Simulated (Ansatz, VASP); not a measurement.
One calculation of Si4Ge, two programs

```
Si Ge
1.0
    -4.36388    4.36388    2.76011
     4.36388   -4.36388    2.76011
     4.36388    4.36388   -2.76011
Si Ge
8 2
Direct
  0.39310 0.19657 0.60027
  0.54283 0.64310 0.69653
  0.35690 0.05343 0.89973
  0.94657 0.84630 0.30347
  0.20717 0.60690 0.80347
  0.15370 0.45717 0.10027
  0.80343 0.40370 0.19653
  0.59630 0.79283 0.39973
  0.00000 0.00000 0.00000
  0.75000 0.25000 0.50000
```

Alike in both runs: task single point; functional PBEsol; k mesh 6 × 6 × 6; occupations gaussian, width 0.02 eV; no spin polarisation.

|  | VASP | Ansatz |
| --- | --- | --- |
| version | VASP 6.6.1 | Ansatz 0.2.0 |
| potentials or method | VASP PAW PBE potentials, release 64 (Si, Ge_d), cutoff 520 eV | scalar-relativistic, plane waves, PAW |
| valence electrons in the cell | 60 | 60 |

Ansatz gave:

```
gap on the k mesh at the Fermi level (eV) : 0.62
least direct gap on the mesh (eV)         : 1.20
pressure (GPa)                            : -2.1
rms of the force components (eV/Å)        : 0.025
```

Q: Estimate VASP's values.

A: gap on the k mesh at the Fermi level (eV): 0.62; least direct gap on the mesh (eV): 1.20; pressure (GPa): -2.0; rms of the force components (eV/Å): 0.029.

VASP's potentials were made for PBE, not for PBEsol. Atom by atom the forces differ by 0.004 eV/Å (rms over components). With one functional, cell and mesh, what is left measures potentials, basis and numerics.
